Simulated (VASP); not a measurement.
Sc2H: single point with PBE

The system is Sc2H.

```
Sc H
1.0
     6.13526    0.00000    0.00000
     0.00000    3.15503    0.00000
     0.00000    0.00000    5.33284
Sc H
4 2
Direct
  0.75000 0.27530 0.25000
  0.75000 0.72470 0.75000
  0.25000 0.27530 0.25000
  0.25000 0.72470 0.75000
  0.00000 0.50000 0.00000
  0.50000 0.50000 0.50000
```

```
Program             : VASP 6.6.1
Task                : single point
Functional          : PBE
Potentials or basis : VASP PAW PBE potentials, release 64 (Sc_sv, H)
Cutoff              : 520 eV
k mesh              : 4 × 6 × 4
Occupations         : gaussian, width 0.1 eV
Spin                : no spin polarisation
```

- Pressure: 0.2 GPa
- Largest force: 0.004 eV/Å
- Band gap on the k mesh: zero (band 23 reaches 4.32 eV, above the bottom of band 24 at 3.00 eV)

Forces on the atoms (eV/Å):
```
Sc   0.000 -0.004  0.000
Sc   0.000  0.004  0.000
Sc   0.000 -0.004  0.000
Sc   0.000  0.004  0.000
H    0.000  0.000  0.000
H    0.000  0.000  0.000
```

Stress tensor (GPa, compression positive):
```
0.27 0.00 0.00
0.00 0.13 0.00
0.00 0.00 0.12
```

Levels at points of the mesh, in eV from the Fermi level:
```csv
k point,band 21,band 22,band 23,band 24,band 25,band 26
"(0.00, 0.00, 0.00)",-1.71,-0.43,-0.27,-0.05,0.07,1.42
"(0.50, 0.00, 0.00)",-0.98,-0.98,-0.18,-0.18,1.28,1.28
"(0.00, 0.50, 0.00)",-0.41,-0.30,-0.15,0.29,0.35,0.72
"(0.50, 0.50, 0.00)",-0.19,-0.19,-0.04,-0.04,1.17,1.17
"(0.00, 0.00, 0.50)",-0.55,-0.55,-0.01,-0.01,0.54,0.54
"(0.50, 0.00, 0.50)",-0.24,-0.24,0.34,0.34,1.02,1.02
"(0.00, 0.50, 0.50)",-0.75,-0.75,-0.39,-0.39,0.15,0.15
"(0.50, 0.50, 0.50)",-0.88,-0.88,-0.73,-0.73,0.90,0.90
```

Wall time 90 s on 1 thread of Intel Xeon 6975P-C, with other jobs on the host, peak memory 0.25 GiB.
